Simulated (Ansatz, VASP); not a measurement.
# Two plane-wave programs on SnO2

```xyz
6
Lattice="4.6413 0.0000 0.0000 0.0000 4.6413 0.0000 0.0000 0.0000 3.1215" Properties=species:S:1:pos:R:3 pbc="T T T"
Sn    2.3206    2.3206    1.5607
Sn    0.0000    0.0000    0.0000
O     3.7460    0.8953    1.5607
O     3.2159    3.2159    0.0000
O     0.8953    3.7460    1.5607
O     1.4253    1.4253    0.0000
```

Alike in both runs: task single point; functional revPBE; k mesh 6 × 6 × 8; occupations gaussian, width 0.05 eV; no spin polarisation.

|  | VASP | Ansatz |
| --- | --- | --- |
| version | VASP 6.6.1 | Ansatz 0.2.0 |
| potentials or method | VASP PAW PBE potentials, release 64 (Sn_d, O) | Ansatz PAW |
| plane-wave cutoff (eV) | 520 | 420 |
| valence electrons in the cell | 52 | 52 |

|  | VASP | Ansatz | Ansatz less VASP |
| --- | --- | --- | --- |
| gap on the k mesh at the Fermi level (eV) | 2.09 | 2.10 | +0.007 |
| least direct gap on the mesh (eV) | 2.09 | 2.10 | +0.007 |
| rms of the force components (eV/Å) | 0.284 | 0.274 | -0.0108 |

VASP's potentials were made for PBE, not for revPBE. Atom by atom the forces differ by 0.011 eV/Å (rms over components).
